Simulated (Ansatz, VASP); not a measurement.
LiNbO3 in VASP and in Ansatz

File INCAR:

```
SYSTEM = LiNbO3
PREC = Accurate
ENCUT = 600
EDIFF = 1E-7
ISMEAR = 0
SIGMA = 0.02
LREAL = .FALSE.
LASPH = .TRUE.
NELM = 100
ALGO = Normal
ISIF = 3
LWAVE = .FALSE.
LCHARG = .FALSE.
GGA = PE
IBRION = 2
NSW = 100
EDIFFG = -0.01
```

File KPOINTS:

```
regular mesh
0
G
  6 6 6
  0 0 0
```

File POSCAR:

```
LiNbO3
1.0
    2.6448998000      1.5270336100      4.6161699300
   -2.6448998000      1.5270336100      4.6161699300
    0.0000000000     -3.0540672200      4.6161699300
Li Nb O
2 2 6
Direct
    0.2500000000      0.2500000000      0.2500000000
    0.7500000000      0.7500000000      0.7500000000
    0.0000000000      0.0000000000      0.0000000000
    0.5000000000      0.5000000000      0.5000000000
    0.1435500000      0.3564500000      0.7500000000
    0.7500000000      0.1435500000      0.3564500000
    0.3564500000      0.7500000000      0.1435500000
    0.8564500000      0.6435500000      0.2500000000
    0.2500000000      0.8564500000      0.6435500000
    0.6435500000      0.2500000000      0.8564500000
```

Input for Ansatz:

```yaml
crystal:
  lattice:
    - [2.6448998, 1.52703361, 4.61616993]
    - [-2.6448998, 1.52703361, 4.61616993]
    - [0.0, -3.05406722, 4.61616993]
  atoms:
    - { symbol: Li, position: [0.25, 0.25, 0.25] }
    - { symbol: Li, position: [0.75, 0.75, 0.75] }
    - { symbol: Nb, position: [0.0, 0.0, 0.0] }
    - { symbol: Nb, position: [0.5, 0.5, 0.5] }
    - { symbol: O, position: [0.14355, 0.35645, 0.75] }
    - { symbol: O, position: [0.75, 0.14355, 0.35645] }
    - { symbol: O, position: [0.35645, 0.75, 0.14355] }
    - { symbol: O, position: [0.85645, 0.64355, 0.25] }
    - { symbol: O, position: [0.25, 0.85645, 0.64355] }
    - { symbol: O, position: [0.64355, 0.25, 0.85645] }
basis:
  ecutwfc: 420
kpoints:
  mp_grid: { grid: [6, 6, 6] }
hamiltonian:
  xc: pbe
scf:
  occupations: { method: gaussian, width: 0.02 }
output:
  forces: true
  stress: true
  eigenvalues: true
  write_density: true
  write_potential: true
  elf: true
  volumetric_format: npy
relax:
  adjacent_minimum: "off"
  f_tol: 0.01
  max_steps: 80
  cell: { stress_tol: 0.05 }
```

Alike in both runs: task relaxation of cell and atoms; functional PBE; k mesh 6 × 6 × 6; occupations gaussian, width 0.02 eV; no spin polarisation.

|  | VASP | Ansatz |
| --- | --- | --- |
| version | VASP 6.6.1 | Ansatz 0.2.0 |
| potentials or method | VASP PAW PBE potentials, release 64 (Li_sv, Nb_sv, O), cutoff 600 eV | scalar-relativistic, plane waves, PAW |
| valence electrons in the cell | 68 | 68 |

|  | VASP | Ansatz | Ansatz less VASP |
| --- | --- | --- | --- |
| gap on the k mesh at the Fermi level, each at its own relaxed structure (eV) | 2.50 | 2.51 | +0.005 |
| relaxed volume (Å³/atom) | 10.83 | 10.86 | +0.030 |
| relaxed length of the cell vector where the two differ most in proportion (Å) | 5.492 | 5.499 | +0.0064 |

Noted on VASP's run: the cutoff is under 1.25 times that of the potentials, so the pressure is a little rough.
